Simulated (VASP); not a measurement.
# ScAl3 (Pm-3m) in VASP: vibrations by perturbation theory with PBEsol

Aim: the vibrations by perturbation theory of ScAl3 with PBEsol.

All numbers are computed with VASP 6.6.1; they aren't measurements. Logs are shortened: lines on timing, memory, paths and dates and some standing lists are left out, and cuts for length are marked.

**1. The cell of the first run**

The structure is cubic, space group Pm-3m (No. 221). Conventional cell: a = 3.847 Å, b = 3.847 Å, c = 3.847 Å, α = 90.00°, β = 90.00°, γ = 90.00°. Within 3.6 Å of Sc (site symmetry m-3m) lie 12 Al at 2.72 Å. Al (site symmetry 4/mmm) has 4 Sc at 2.72 Å and 8 Al at 2.72 Å within 3.6 Å.

**2. Vibrations by perturbation theory, PBEsol**

Contents of INCAR:

```
  PREC = Accurate
  ENCUT = 520
  EDIFF = 1E-8
  ISMEAR = -1
  SIGMA = 0.15
  LREAL = F
  LASPH = T
  NELM = 60
  ALGO = Normal
  ISIF = 2
  LWAVE = F
  LCHARG = F
  GGA = PS
  IBRION = 8
  NSW = 1
```

Contents of KPOINTS:

```
Automatic mesh
0
Gamma
  12 12 12
```

Contents of POSCAR:

```
ScAl3
1.0
    3.8472788980      0.0000000000      0.0000000000
    0.0000000000      3.8472788980      0.0000000000
    0.0000000000      0.0000000000      3.8472788980
Sc Al
1 3
Direct
    0.0000000000      0.0000000000      0.0000000000
    0.5000000000      0.0000000000      0.5000000000
    0.0000000000      0.5000000000      0.5000000000
    0.5000000000      0.5000000000      0.0000000000
```

Potentials or basis: VASP PAW PBE potentials, release 64 (Sc_sv, Al).

Launch:

```bash
> cat potpaw_PBE.64/Sc_sv/POTCAR potpaw_PBE.64/Al/POTCAR > POTCAR
> mpirun -np 1 vasp_std > vasp.out
```

OUTCAR:

```text
PREC = Accurate
   ENCUT = 520
   EDIFF = 1E-8
   ISMEAR = -1
   LREAL = F
   LASPH = T
   NELM = 60
   ISIF = 2
   GGA = PS
   IBRION = 8
   NSW = 1

 ion  position               nearest neighbor table
   1  0.000  0.000  0.000-   2 2.72   3 2.72   4 2.72   2 2.72   3 2.72   3 2.72   4 2.72   3 2.72
                             2 2.72   4 2.72   2 2.72   4 2.72
   2  0.500  0.000  0.500-   1 2.72   3 2.72   4 2.72   1 2.72   4 2.72   3 2.72   4 2.72   4 2.72
                             1 2.72   3 2.72   1 2.72   3 2.72
   3  0.000  0.500  0.500-   1 2.72   2 2.72   4 2.72   1 2.72   4 2.72   1 2.72   2 2.72   1 2.72
                             2 2.72   4 2.72   4 2.72   2 2.72
   4  0.500  0.500  0.000-   1 2.72   2 2.72   3 2.72   2 2.72   3 2.72   1 2.72   2 2.72   2 2.72
                             1 2.72   3 2.72   3 2.72   1 2.72

  LATTYP: Found a simple cubic cell.
 ALAT       =     3.8472788980

  Lattice vectors:

 A1 = (   3.8472788980,   0.0000000000,   0.0000000000)
 A2 = (   0.0000000000,   3.8472788980,   0.0000000000)
 A3 = (   0.0000000000,   0.0000000000,   3.8472788980)

Analysis of symmetry for initial positions (statically):
=====================================================================
 Subroutine PRICEL returns:
 Original cell was already a primitive cell.

 Routine SETGRP: Setting up the symmetry group for a
 simple cubic supercell.

 Subroutine GETGRP returns: Found 48 space group operations
 (whereof 48 operations were pure point group operations)
 out of a pool of 48 trial point group operations.

The static configuration has the point symmetry O_h .

Analysis of symmetry for dynamics (positions and initial velocities):
=====================================================================
 Subroutine PRICEL returns:
 Original cell was already a primitive cell.

 Routine SETGRP: Setting up the symmetry group for a
 simple cubic supercell.

 Subroutine GETGRP returns: Found 48 space group operations
 (whereof 48 operations were pure point group operations)
 out of a pool of 48 trial point group operations.

The dynamic configuration has the point symmetry O_h .

 Subroutine INISYM returns: Found 48 space group operations
 (whereof 48 operations are pure point group operations),
 and found     1 'primitive' translations

----------------------------------------------------------------------------------------

                                     Primitive cell

  volume of cell :      56.9457

  direct lattice vectors                    reciprocal lattice vectors
     3.847278898  0.000000000  0.000000000     0.259923969  0.000000000  0.000000000
     0.000000000  3.847278898  0.000000000     0.000000000  0.259923969  0.000000000
     0.000000000  0.000000000  3.847278898     0.000000000  0.000000000  0.259923969

  length of vectors
     3.847278898  3.847278898  3.847278898     0.259923969  0.259923969  0.259923969

  position of ions in fractional coordinates (direct lattice)
     0.000000000  0.000000000  0.000000000
     0.500000000  0.000000000  0.500000000
     0.000000000  0.500000000  0.500000000
     0.500000000  0.500000000  0.000000000

  ion indices of the primitive-cell ions
   primitive index   ion index
                 1           1
[... 533 lines left out ...]
      9       7.6985      1.99946
     10       8.5340      1.86854
     11      10.0829      0.00093
     12      10.9739      0.00000
     13      11.3233      0.00000
     14      11.5087      0.00000

 [... further k-points ...]

------------------------ aborting loop because EDIFF is reached ----------------------------------------

  FORCE on cell =-STRESS in cart. coord.  units (eV):
  Direction    XX          YY          ZZ          XY          YZ          ZX
  --------------------------------------------------------------------------------------
  -------------------------------------------------------------------------------------
  Total        7.9179323      7.9179323      7.9179323      0.0000000     -0.0000000     -0.0000000
  in kB      222.7723850    222.7723850    222.7723850      0.0000000     -0.0000000     -0.0000000
  external PRESSURE =     222.7723850 kB  Pullay stress =       0.0000000 kB

 VOLUME and BASIS-vectors are now :
 -----------------------------------------------------------------------------
  energy-cutoff  :      520.00
  volume of cell :       56.95
      direct lattice vectors                 reciprocal lattice vectors
     3.847278898  0.000000000  0.000000000     0.259923969  0.000000000  0.000000000
     0.000000000  3.847278898  0.000000000     0.000000000  0.259923969  0.000000000
     0.000000000  0.000000000  3.847278898     0.000000000  0.000000000  0.259923969

 POSITION                                       TOTAL-FORCE (eV/Angst)
 -----------------------------------------------------------------------------------
      0.00000      0.00000      0.00000         0.000000      0.000000      0.000000
      1.92364      0.00000      1.92364         0.000000      0.000000      0.000000
      0.00000      1.92364      1.92364         0.000000      0.000000      0.000000
      1.92364      1.92364      0.00000         0.000000      0.000000      0.000000
 -----------------------------------------------------------------------------------
    total drift:                                0.000000     -0.000000      0.000000

  FREE ENERGIE OF THE ION-ELECTRON SYSTEM (eV)
  ---------------------------------------------------
  free  energy   TOTEN  =       -20.1635312605 eV

  energy  without entropy=      -20.0818465103  energy(sigma->0) =      -20.12268889

[... ionic steps 2 to 3 ...]

--------------------------------------- Ionic step        4  -------------------------------------------

------------------------ aborting loop because EDIFF is reached ----------------------------------------

[... ionic steps 5 to 6 ...]

--------------------------------------- Ionic step        7  -------------------------------------------

------------------------ aborting loop because EDIFF is reached ----------------------------------------

--------------------------------------- Ionic step        8  -------------------------------------------

 Free energy of the ion-electron system (eV)
  ---------------------------------------------------
  ---------------------------------------------------
  free energy    TOTEN  =        -0.00779805 eV

  energy without entropy =       -0.00779805

------------------------ aborting loop because EDIFF is reached ----------------------------------------

 INTERNAL STRAIN TENSOR  FOR ION    2  DIRECTION 2   (eV/Angst):
 -----------------------------------------------------------------------------
    -0.00939  0.00000 -0.00000
    -0.00000  0.00814  0.00000
    -0.00000 -0.00000 -0.00939

 INTERNAL STRAIN TENSOR FOR ION    4 for displacements in x,y,z  (eV/Angst):
          X           Y           Z          XY          YZ          ZX
  --------------------------------------------------------------------------------
  x     0.00000     0.00000     0.00000     0.00000     0.00000     0.00000
  y     0.00000     0.00000     0.00000     0.00000     0.00000     0.00000
  z     0.00000     0.00000     0.00000     0.00000     0.00000     0.00000

 SECOND DERIVATIVES (NOT SYMMETRIZED)
 ------------------------------------
               1X          1Y          1Z          2X          2Y          2Z          3X          3Y          3Z          4X          4Y          4Z
  1X   -15.348826    0.000000    0.000000    7.029069   -0.000000    0.000000    1.290689    0.000000   -0.000000    7.029069    0.000000    0.000000
  1Y     0.000000  -15.348826   -0.000000    0.000000    1.290689   -0.000000   -0.000000    7.029069    0.000000    0.000000    7.029069   -0.000000
  1Z     0.000000    0.000000  -15.348826    0.000000   -0.000000    7.029069    0.000000    0.000000    7.029069    0.000000    0.000000    1.290689
  2X     7.031727    0.000000    0.000000  -10.764552    0.000000    0.000000    3.669326    0.000000    0.000000    0.063499    0.000000    0.000000
  2Y    -0.000000    1.292587    0.000000   -0.000000   -8.631144    0.000000    0.000000    3.669278    0.000000   -0.000000    3.669278   -0.000000
  2Z     0.000000    0.000000    7.031727    0.000000    0.000000  -10.764552    0.000000    0.000000    0.063499    0.000000    0.000000    3.669326
  3X     1.292587   -0.000000    0.000000    3.669278    0.000000    0.000000   -8.631144   -0.000000    0.000000    3.669278   -0.000000   -0.000000
  3Y     0.000000    7.031727    0.000000    0.000000    3.669326    0.000000    0.000000  -10.764552    0.000000    0.000000    0.063499    0.000000
  3Z     0.000000    0.000000    7.031727    0.000000    0.000000    0.063499    0.000000    0.000000  -10.764552    0.000000    0.000000    3.669326
  4X     7.031727    0.000000    0.000000    0.063499    0.000000    0.000000    3.669326    0.000000    0.000000  -10.764552    0.000000    0.000000
  4Y     0.000000    7.031727    0.000000    0.000000    3.669326    0.000000    0.000000    0.063499    0.000000    0.000000  -10.764552    0.000000
  4Z     0.000000   -0.000000    1.292587    0.000000    0.000000    3.669278    0.000000    0.000000    3.669278    0.000000   -0.000000   -8.631144

 Eigenvectors and eigenvalues of the dynamical matrix
 ----------------------------------------------------

   1 f  =   13.049602 THz    81.993068 2PiTHz  435.287870 cm-1    53.968793 meV
             X         Y         Z           dx          dy          dz
      0.000000  0.000000  0.000000     0.073368   -0.565824    0.005226
      1.923639  0.000000  1.923639    -0.068453   -0.325316   -0.004876
      0.000000  1.923639  1.923639     0.042182    0.527918   -0.004876
      1.923639  1.923639  0.000000    -0.068453    0.527918    0.003005
[... 71 lines left out ...]
  12 f/i=    0.001314 THz     0.008259 2PiTHz    0.043845 cm-1     0.005436 meV
             X         Y         Z           dx          dy          dz
      0.000000  0.000000  0.000000    -0.030936   -0.010415    0.596767
      1.923639  0.000000  1.923639    -0.023961   -0.008066    0.462211
      0.000000  1.923639  1.923639    -0.023959   -0.008066    0.462211
      1.923639  1.923639  0.000000    -0.023961   -0.008066    0.462178

--------------------------------------------------------------------------------------------------------

 ELASTIC MODULI CONTR FROM IONIC RELAXATION (kBar)
 Direction    XX          YY          ZZ          XY          YZ          ZX
 --------------------------------------------------------------------------------
 XX           0.0000      0.0000      0.0000      0.0000      0.0000      0.0000
 YY           0.0000      0.0000      0.0000      0.0000      0.0000      0.0000
 ZZ           0.0000      0.0000      0.0000      0.0000      0.0000      0.0000
 XY           0.0000      0.0000      0.0000      0.0000      0.0000      0.0000
 YZ           0.0000      0.0000      0.0000      0.0000      0.0000      0.0000
 ZX           0.0000      0.0000      0.0000      0.0000      0.0000      0.0000
 --------------------------------------------------------------------------------
```

It took 7.8 min on 1 thread of Intel Xeon Platinum 8488C (Sapphire Rapids), shared host; peak memory 0.66 GiB.

What came out:

```
Highest phonon frequency at Γ : 435 cm⁻¹
```

Phonon frequencies in cm⁻¹ (negative: imaginary):
```
              q point                                frequencies
(0.000, 0.000, 0.000)  0 0 0 313 313 313 330 330 330 435 435 435
```

Caveat: the cell stands under pressure or tension, which shifts response properties; the PAW data sets were made with another functional, which shifts forces and pressure a little.
